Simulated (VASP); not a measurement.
GaMo, 2 atoms in the cell. It takes space group Pm-3m (No. 221, cubic). The conventional cell has a = 3.125 Å, b = 3.125 Å, c = 3.125 Å, α = 90.00°, β = 90.00°, γ = 90.00°. Within 3.6 Å of Ga (site symmetry m-3m) lie 8 Mo at 2.71 Å and 6 Ga at 3.12 Å. Within 3.6 Å of Mo (site symmetry m-3m) lie 8 Ga at 2.71 Å and 6 Mo at 3.12 Å. 

* Program: VASP 6.6.1
* Task: single point
* Functional: PBE
* Potentials or basis: VASP PAW PBE potentials, release 64 (Ga_d, Mo_sv)
* Cutoff: 520 eV
* k mesh: 6 × 6 × 6
* Occupations: gaussian, width 0.2 eV
* Spin: no spin polarisation
* Dipole correction: no
* Further INCAR settings: ALGO = Normal; EDIFF = 1e-07; NBANDS = 20

Potentials or basis: VASP PAW PBE potentials, release 64 (Ga_d, Mo_sv).

Command:

```sh
$ cat potpaw_PBE.64/Ga_d/POTCAR potpaw_PBE.64/Mo_sv/POTCAR > POTCAR
$ mpirun -np 1 vasp_std > vasp.out
```

Hardware: 1 thread of Intel(R) Xeon(R) Platinum 8375C CPU @ 2.90GHz (Ice Lake), with other jobs on the host.

How long does it take, and how much memory?

It took 11 s on 1 thread of Intel(R) Xeon(R) Platinum 8375C CPU @ 2.90GHz (Ice Lake) (shared host), peak memory 0.14 GiB. Counts: scf iterations 13, k points 20.
